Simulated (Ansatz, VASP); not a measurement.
Na: VASP beside Ansatz

Contents of INCAR:

```
PREC = Accurate ; ENCUT = 600
EDIFF = 1E-6 ; ISMEAR = 0
SIGMA = 0.1 ; LREAL = F
LASPH = T ; NELM = 80
ALGO = Normal ; ISIF = 3
LWAVE = F ; LCHARG = F
GGA = PE ; IBRION = 2
NSW = 80 ; EDIFFG = -0.01
```

Contents of KPOINTS:

```
Automatic mesh
0
Gamma
  14 14 14
```

Contents of POSCAR:

```
Na
1.0
   -2.1565761271      2.1565761271      1.9903181639
    2.1565761271     -2.1565761271      1.9903181639
    2.1565761271      2.1565761271     -1.9903181639
Na
1
Direct
    0.0000000000      0.0000000000      0.0000000000
```

Input for Ansatz:

```yaml
crystal:
  lattice:
    - [-2.1565761271, 2.1565761271, 1.9903181639]
    - [2.1565761271, -2.1565761271, 1.9903181639]
    - [2.1565761271, 2.1565761271, -1.9903181639]
  atoms:
    - { symbol: Na, position: [0.0, 0.0, 0.0] }
basis:
  ecutwfc: 420
kpoints:
  mp_grid: { grid: [14, 14, 14] }
hamiltonian:
  xc: pbe
scf:
  occupations: { method: gaussian, width: 0.1 }
output:
  forces: true
  stress: true
  eigenvalues: true
relax:
  adjacent_minimum: "off"
  f_tol: 0.01
  max_steps: 60
  cell: { stress_tol: 0.1 }
```

Alike in both runs: task relaxation of cell and atoms; functional PBE; k mesh 14 × 14 × 14; occupations gaussian, width 0.1 eV; no spin polarisation.

```csv
,VASP,Ansatz
version,VASP 6.6.1,Ansatz 0.2.0
potentials or method,"VASP PAW PBE potentials, release 64 (Na_pv), cutoff 600 eV","scalar-relativistic, plane waves, PAW"
valence electrons in the cell,7,9
```

|  | VASP | Ansatz | Ansatz less VASP |
| --- | --- | --- | --- |
| gap on the k mesh at the Fermi level, each at its own relaxed structure (eV) | none | none | - |
| relaxed volume (Å³/atom) | 36.88 | 36.86 | -0.026 |
| relaxed length of the cell vector where the two differ most in proportion (Å) | 3.634 | 3.633 | -0.0006 |

A gap of «none» marks a metal or a gap that the smearing closes. VASP's potentials hold 7 valence electrons a cell and Ansatz's 9, so a difference there can come from the potentials and not from the codes.
